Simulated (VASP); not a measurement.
# Ti (P6_3/mmc) in VASP: further runs, part 2 of 2

VASP 6.6.1.

### 4 Single point, LDA

This run uses another cell than the first one, of 14.18 Å³/atom.

File INCAR:

```
  ALGO = Normal
  EDIFF = 1E-6
  ENCUT = 520
  GGA = CA
  ISIF = 2
  ISMEAR = -1
  LASPH = True
  LCHARG = False
  LREAL = False
  LWAVE = False
  NBANDS = 19
  NELM = 80
  PREC = Accurate
  SIGMA = 0.05
```

File KPOINTS:

```
k-points
0
Gamma
  15 15 8
```

File POSCAR:

```
Ti
1.0
    2.7374755094      0.0000000000      0.0000000000
   -1.3687377547      2.3707233334      0.0000000000
    0.0000000000      0.0000000000      4.3684527249
Ti
2
Direct
    0.3333333333      0.6666666667      0.2500000000
    0.6666666667      0.3333333333      0.7500000000
```

Potentials or basis: VASP PAW LDA potentials, release 64 (Ti_sv).

On the command line:

```
$ cat potpaw_LDA.64/Ti_sv/POTCAR > POTCAR
$ mpirun -np 1 vasp_std > vasp.out
```

OUTCAR:

```text
EDIFF = 1E-6
   ENCUT = 520
   GGA = CA
   ISIF = 2
   ISMEAR = -1
   LASPH = True
   LREAL = False
   NELM = 80
   PREC = Accurate

 ion  position               nearest neighbor table
   1  0.333  0.667  0.250-   2 2.70   2 2.70   2 2.70   2 2.70   2 2.70   2 2.70
   2  0.667  0.333  0.750-   1 2.70   1 2.70   1 2.70   1 2.70   1 2.70   1 2.70

  LATTYP: Found a hexagonal cell.
 ALAT       =     2.7374755094
 C/A-ratio  =     1.5957960938

  Lattice vectors:

 A1 = (   2.7374755094,   0.0000000000,   0.0000000000)
 A2 = (  -1.3687377547,   2.3707233334,   0.0000000000)
 A3 = (   0.0000000000,   0.0000000000,   4.3684527249)

Analysis of symmetry for initial positions (statically):
=====================================================================
 Subroutine PRICEL returns:
 Original cell was already a primitive cell.

 Routine SETGRP: Setting up the symmetry group for a
 hexagonal supercell.

 Subroutine GETGRP returns: Found 24 space group operations
[... 161 lines left out ...]
  ---------------------------------------------------
  free energy    TOTEN  =       -16.89405009 eV

  energy without entropy =      -16.87829997  energy(sigma->0) =      -16.88617503

 E-fermi :  10.4363     XC(G=0): -12.7916

 val. band max:       10.4148383694   @ k =   0.3333   0.3333   0.3750
 cond. band min:      10.4591410526   @ k =   0.1333  -0.0000   0.3750
 fundamental gap:      0.0443026832
 Fermi energy:        10.4362833277

 k-point     1 :       0.0000    0.0000    0.0000
  band No.  band energies     occupation
      1     -45.4738      2.00000
      2     -45.1623      2.00000
      3     -22.7298      2.00000
      4     -21.5227      2.00000
      5     -21.5227      2.00000
      6     -21.3734      2.00000
[... 505 lines left out ...]
      6     -21.9794      2.00000
[... 11 lines left out ...]
     18      14.6583      0.00000
     19      16.9492      0.00000

 [... further k-points ...]

------------------------ aborting loop because EDIFF is reached ----------------------------------------

  FORCE on cell =-STRESS in cart. coord.  units (eV):
  Direction    XX          YY          ZZ          XY          YZ          ZX
  --------------------------------------------------------------------------------------
  -------------------------------------------------------------------------------------
  Total        3.4772007      3.4772007      3.4913975      0.0000000      0.0000000      0.0000000
  in kB      196.5086118    196.5086118    197.3109206      0.0000000      0.0000000      0.0000000
  external PRESSURE =     196.7760481 kB  Pullay stress =       0.0000000 kB

 VOLUME and BASIS-vectors are now :
 -----------------------------------------------------------------------------
  energy-cutoff  :      520.00
  volume of cell :       28.35
      direct lattice vectors                 reciprocal lattice vectors
     2.737475509  0.000000000  0.000000000     0.365300072  0.210906095  0.000000000
    -1.368737755  2.370723333  0.000000000     0.000000000  0.421812190  0.000000000
     0.000000000  0.000000000  4.368452725     0.000000000  0.000000000  0.228914003

 POSITION                                       TOTAL-FORCE (eV/Angst)
 -----------------------------------------------------------------------------------
     -0.00000      1.58048      1.09211        -0.000000      0.000000      0.000000
      1.36874      0.79024      3.27634         0.000000     -0.000000      0.000000
 -----------------------------------------------------------------------------------
    total drift:                               -0.000000      0.000000     -0.000000

  FREE ENERGIE OF THE ION-ELECTRON SYSTEM (eV)
  ---------------------------------------------------
  free  energy   TOTEN  =       -16.8940500938 eV

  energy  without entropy=      -16.8782999743  energy(sigma->0) =      -16.88617503
```

stdout:

```text
POSCAR found type information on POSCAR Ti
 POSCAR found :  1 types and       2 ions
 scaLAPACK will be used
 LDA part: xc-table for (Slater(with rela. corr.)+CA(PZ))
 , standard interpolation
 POSCAR, INCAR and KPOINTS ok, starting setup
 FFT: planning ... GRIDC
 FFT: planning ... GRID_SOFT
 FFT: planning ... GRID
 WAVECAR not read
 entering main loop
```

Run time: 65 s. Hardware: 1 thread of Intel Xeon 8259CL, shared host; peak memory 0.17 GiB.

Results:

```
Free energy            : -16.8941 eV
Pressure               : 19.7 GPa
Band gap on the k mesh : zero (bands 12 and 13 overlap by 1.29 eV)
```

Levels at points of the mesh, in eV from the Fermi level:
| k point | band 8 | band 9 | band 10 | band 11 | band 12 | band 13 | band 14 | band 15 | band 16 | band 17 |
| --- | --- | --- | --- | --- | --- | --- | --- | --- | --- | --- |
| (0.00, 0.00, 0.00) | -31.78 | -6.52 | -3.23 | 0.82 | 0.82 | 0.93 | 1.47 | 1.47 | 1.53 | 1.98 |
| (0.00, 0.00, 0.50) | -31.87 | -4.41 | -4.41 | 0.04 | 0.04 | 0.72 | 0.72 | 0.72 | 0.72 | 3.51 |

Caveat: the cell stands under pressure.

### 5 Single point, LDA (14.18 Å³/atom)

This run uses another cell than the first one, of 14.18 Å³/atom.

File INCAR:

```
ALGO = Normal
EDIFF = 1E-6
ENCUT = 520
ISIF = 2
ISMEAR = -1
LASPH = True
LCHARG = False
LREAL = False
LWAVE = False
NBANDS = 19
NELM = 100
PREC = Accurate
SIGMA = 0.05
```

KPOINTS is that of step 4.

POSCAR is that of step 4.

Potentials or basis: VASP PAW LDA potentials, release 64 (Ti_sv).

On the command line:

```
$ cat potpaw_LDA.64/Ti_sv/POTCAR > POTCAR
$ mpirun -np 1 vasp_std > vasp.out
```

OUTCAR:

```text
EDIFF = 1E-6
   ENCUT = 520
   ISIF = 2
   ISMEAR = -1
   LASPH = True
   LREAL = False
   NELM = 100
   PREC = Accurate

 ion  position               nearest neighbor table
   1  0.333  0.667  0.250-   2 2.70   2 2.70   2 2.70   2 2.70   2 2.70   2 2.70
   2  0.667  0.333  0.750-   1 2.70   1 2.70   1 2.70   1 2.70   1 2.70   1 2.70

  LATTYP: Found a hexagonal cell.
 ALAT       =     2.7374755094
 C/A-ratio  =     1.5957960938

  Lattice vectors:

 A1 = (   2.7374755094,   0.0000000000,   0.0000000000)
 A2 = (  -1.3687377547,   2.3707233334,   0.0000000000)
 A3 = (   0.0000000000,   0.0000000000,   4.3684527249)
[... 714 lines left out ...]

  FORCE on cell =-STRESS in cart. coord.  units (eV):
  Direction    XX          YY          ZZ          XY          YZ          ZX
  --------------------------------------------------------------------------------------
  -------------------------------------------------------------------------------------
  Total        3.4772007      3.4772007      3.4913975      0.0000000      0.0000000      0.0000000
  in kB      196.5086118    196.5086118    197.3109206      0.0000000      0.0000000      0.0000000
  external PRESSURE =     196.7760481 kB  Pullay stress =       0.0000000 kB

 VOLUME and BASIS-vectors are now :
 -----------------------------------------------------------------------------
  energy-cutoff  :      520.00
  volume of cell :       28.35
      direct lattice vectors                 reciprocal lattice vectors
     2.737475509  0.000000000  0.000000000     0.365300072  0.210906095  0.000000000
    -1.368737755  2.370723333  0.000000000     0.000000000  0.421812190  0.000000000
     0.000000000  0.000000000  4.368452725     0.000000000  0.000000000  0.228914003

 POSITION                                       TOTAL-FORCE (eV/Angst)
 -----------------------------------------------------------------------------------
     -0.00000      1.58048      1.09211        -0.000000      0.000000      0.000000
      1.36874      0.79024      3.27634         0.000000     -0.000000      0.000000
 -----------------------------------------------------------------------------------
    total drift:                               -0.000000      0.000000     -0.000000

  FREE ENERGIE OF THE ION-ELECTRON SYSTEM (eV)
  ---------------------------------------------------
  free  energy   TOTEN  =       -16.8940500938 eV

  energy  without entropy=      -16.8782999743  energy(sigma->0) =      -16.88617503
```

stdout:

```text
POSCAR found type information on POSCAR Ti
 POSCAR found :  1 types and       2 ions
 scaLAPACK will be used
 LDA part: xc-table for (Slater(with rela. corr.)+CA(PZ))
 , standard interpolation
 POSCAR, INCAR and KPOINTS ok, starting setup
 FFT: planning ... GRIDC
 FFT: planning ... GRID_SOFT
 FFT: planning ... GRID
 WAVECAR not read
 entering main loop
```

Wall time 50 s (1 thread of Intel Xeon 8259CL, shared host); peak memory 0.17 GiB.

Results:

```yaml
Free_energy: -16.8941 eV
Pressure: 19.7 GPa
Band_gap_on_the_k_mesh: zero (bands 12 and 13 overlap by 1.29 eV)
```

Levels at points of the mesh, in eV from the Fermi level:
```csv
k point,band 8,band 9,band 10,band 11,band 12,band 13,band 14,band 15,band 16,band 17
"(0.00, 0.00, 0.00)",-31.78,-6.52,-3.23,0.82,0.82,0.93,1.47,1.47,1.53,1.98
"(0.00, 0.00, 0.50)",-31.87,-4.41,-4.41,0.04,0.04,0.72,0.72,0.72,0.72,3.51
```

Caveat: the cell stands under pressure.
